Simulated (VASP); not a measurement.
Wanted: the native input for a VASP 6.6.1 run.

- Task: single point
- Functional: r2SCAN
- Potentials or basis: VASP PAW PBE potentials, release 64 (Mg, O)
- Cutoff: 520 eV
- k mesh: 10 × 10 × 10
- Occupations: gaussian, width 0.05 eV
- Spin: no spin polarisation
- Dipole correction: no
- Further INCAR settings: ALGO = Normal; EDIFF = 1e-07; NBANDS = 11

The system is MgO.

```
Mg O
1.0
     0.00000    1.94445    2.10211
     2.10211    0.00000    2.10211
     2.10211    1.94445    0.00000
Mg O
1 1
Direct
  0.00000 0.00000 0.00000
  0.50000 0.50000 0.50000
```

This cell differs from its parent crystal: strain -0.0750 x Voigt [0, 1, 0, 0, 0, 0].

One way to write it, as run:

POSCAR

```
MgO
1.0
    0.0000000000      1.9444505338      2.1021086852
    2.1021086852      0.0000000000      2.1021086852
    2.1021086852      1.9444505338      0.0000000000
Mg O
1 1
Direct
    0.0000000000      0.0000000000      0.0000000000
    0.5000000000      0.5000000000      0.5000000000
```

INCAR.step1

```
PREC = Accurate
ENCUT = 520
ISMEAR = 0
SIGMA = 0.05
LREAL = F
LASPH = T
NELM = 60
NBANDS = 11
GGA = PE
ALGO = Normal
EDIFF = 1E-4
LWAVE = T
LCHARG = F
```

INCAR.step2

```
PREC = Accurate
ENCUT = 520
EDIFF = 1E-7
ISMEAR = 0
SIGMA = 0.05
LREAL = F
LASPH = T
NELM = 60
ALGO = Normal
ISIF = 2
LWAVE = F
LCHARG = T
METAGGA = R2SCAN
LMIXTAU = T
LELF = T
LVHAR = T
NBANDS = 11
ISTART = 1
```

KPOINTS

```
Automatic mesh
0
Gamma
  10 10 10
```

Potentials or basis: VASP PAW PBE potentials, release 64 (Mg, O).

Run with:

```sh
$ cat potpaw_PBE.64/Mg/POTCAR potpaw_PBE.64/O/POTCAR > POTCAR
$ cp INCAR.step1 INCAR
$ mpirun -np 1 vasp_std > vasp.out
$ cp INCAR.step2 INCAR
$ mpirun -np 1 vasp_std > vasp.out
```

Results of the run:

```json
{
 "Pressure": "16.9 GPa",
 "Band gap on the k mesh": "6.37 eV, direct"
}
```

Caveat: the cell differs from its parent crystal (strain -0.0750 x Voigt [0, 1, 0, 0, 0, 0]); the PAW data sets were made with another functional, which shifts forces and pressure a little.

Wall time 51 s on 1 thread of Intel Xeon 6975P-C, with other jobs on the host, peak memory 0.16 GiB.
